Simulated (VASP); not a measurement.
Crystal: SrCl2.

```
Sr Cl
1.0
     0.00000    3.49765    3.49765
     3.49765    0.00000    3.49765
     3.49765    3.49765    0.00000
Sr Cl
1 2
Cartesian
  0.0000 0.0000 0.0000
  1.7488 1.7488 1.7488
  5.2465 5.2465 5.2465
```

Base run:

```yaml
Program: VASP 6.6.1
Functional: PBE0
Potentials_or_basis: VASP PAW PBE potentials, release 64 (Sr_sv, Cl)
Cutoff: 520 eV
k_mesh: 4 × 4 × 4
Occupations: gaussian, width 0.01 eV
Spin: no spin polarisation
```

Its results: band gap on the k mesh 7.32 eV (least direct gap 7.58 eV); pressure 0.1 GPa.

**Question.** The run is repeated on the same cell with these changes: functional from PBE0 to HSE06. What comes out?

**Answer.** Band gap on the k mesh 6.58 eV (least direct gap 6.82 eV); pressure 0.3 GPa.

Caveats: the PAW data sets were made with another functional, which shifts forces and pressure a little.

A k mesh can miss the band edges.
